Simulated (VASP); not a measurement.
Wanted: the native input for a VASP 6.6.1 run.

* Task: single point
* Functional: PBE
* Potentials or basis: VASP PAW PBE potentials, release 64 (Zn, S)
* Cutoff: 520 eV
* k mesh: 9 × 9 × 9
* Occupations: fermi-dirac, width 0.01 eV
* Spin: no spin polarisation
* Dipole correction: no
* Further INCAR settings: ALGO = Normal; EDIFF = 1e-07; NBANDS = 16

The structure of ZnS lies in POSCAR:

```
ZnS
1.0
    0.0000000000      2.7046500000      2.7046500000
    2.7046500000      0.0000000000      2.7046500000
    2.7046500000      2.7046500000      0.0000000000
Zn S
1 1
Direct
    0.0000000000      0.0000000000      0.0522880964
    0.7500000000      0.7500000000      0.7500000000
```

This cell differs from its parent crystal: atom 1 (Zn) moved by [0.141421, 0.141421, 0.0] A.

The input as run:

INCAR

```
PREC = Accurate
ENCUT = 520
EDIFF = 1E-7
ISMEAR = -1
SIGMA = 0.01
LREAL = F
LASPH = T
NELM = 100
ALGO = Normal
ISIF = 2
LWAVE = F
LCHARG = F
GGA = PE
NBANDS = 16
```

KPOINTS

```
regular mesh
0
Gamma
  9 9 9
```

Potentials or basis: VASP PAW PBE potentials, release 64 (Zn, S).

Run with:

```bash
$ cat potpaw_PBE.64/Zn/POTCAR potpaw_PBE.64/S/POTCAR > POTCAR
$ mpirun -np 1 vasp_std > vasp.out
```

It gave:

The pressure is 2.9 GPa. The largest force is 1.317 eV/Å. The band gap on the k mesh is 2.02 eV, direct.

Caveat: the cell differs from its parent crystal (atom 1 (Zn) moved by [0.141421, 0.141421, 0.0] A); forces of over 1 eV/Å act on the atoms, so gaps and moduli don't describe the material at rest.

Wall time 100 s on 1 thread of AMD EPYC 7R43 64-Core Processor (Zen 3), with other jobs on the host, peak memory 0.21 GiB.
